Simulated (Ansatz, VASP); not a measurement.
# Two plane-wave programs on S

```xyz
1
Lattice="2.5849 0.0000 0.0000 0.0000 2.5849 0.0000 0.0000 0.0000 2.5849" Properties=species:S:1:pos:R:3 pbc="T T T"
S     0.0000    0.0000    0.0000
```

Alike in both runs: task relaxation of cell and atoms; functional r2SCAN; k mesh 16 × 16 × 16; occupations gaussian, width 0.1 eV; no spin polarisation.

|  | VASP | Ansatz |
| --- | --- | --- |
| version | VASP 6.6.1 | Ansatz 0.2.0 |
| potentials or method | VASP PAW PBE potentials, release 64 (S), cutoff 600 eV | scalar-relativistic, plane waves, PAW |
| valence electrons in the cell | 6 | 6 |

Ansatz gave:

| Quantity | Value |
| --- | --- |
| gap on the k mesh at the Fermi level, each at its own relaxed structure (eV) | none |
| relaxed volume (Å³/atom) | 16.99 |
| relaxed length of the cell vector where the two differ most in proportion (Å) | 2.571 |

Estimate VASP's values.

gap on the k mesh at the Fermi level, each at its own relaxed structure (eV): none; relaxed volume (Å³/atom): 16.95; relaxed length of the cell vector where the two differ most in proportion (Å): 2.569.

VASP's potentials were made for PBE, not for r2SCAN. A gap of «none» marks a metal or a gap that the smearing closes.
